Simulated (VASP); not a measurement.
The system is Ag2O.

```
Ag O
1.0
     4.75612    0.00000    0.00000
     0.00000    4.75612    0.00000
     0.00000    0.00000    4.75612
Ag O
4 2
Direct
  0.25000 0.25000 0.25000
  0.25000 0.75000 0.75000
  0.75000 0.75000 0.25000
  0.75000 0.25000 0.75000
  0.00000 0.00000 0.00000
  0.50000 0.50000 0.50000
```

Base run:

| Item | Value |
| --- | --- |
| Program | VASP 6.6.1 |
| Functional | PBE |
| Potentials or basis | VASP PAW PBE potentials, release 64 (Ag, O) |
| Cutoff | 600 eV |
| k mesh | 6 × 6 × 6 |
| Occupations | fermi-dirac, width 0.02 eV |
| Spin | no spin polarisation |

Its results: band gap on the k mesh zero (filled and empty bands touch); pressure 2.5 GPa.

Question: The run is repeated on the same cell with these changes: functional from PBE to HSE06; cutoff from 600 eV to 520 eV; k mesh from 6 × 6 × 6 to 4 × 4 × 4. What comes out?

Answer: Band gap on the k mesh 1.15 eV; pressure 1.7 GPa.

Several settings changed at once.

Caveats: the PAW data sets were made with another functional, which shifts forces and pressure a little (at least some runs).

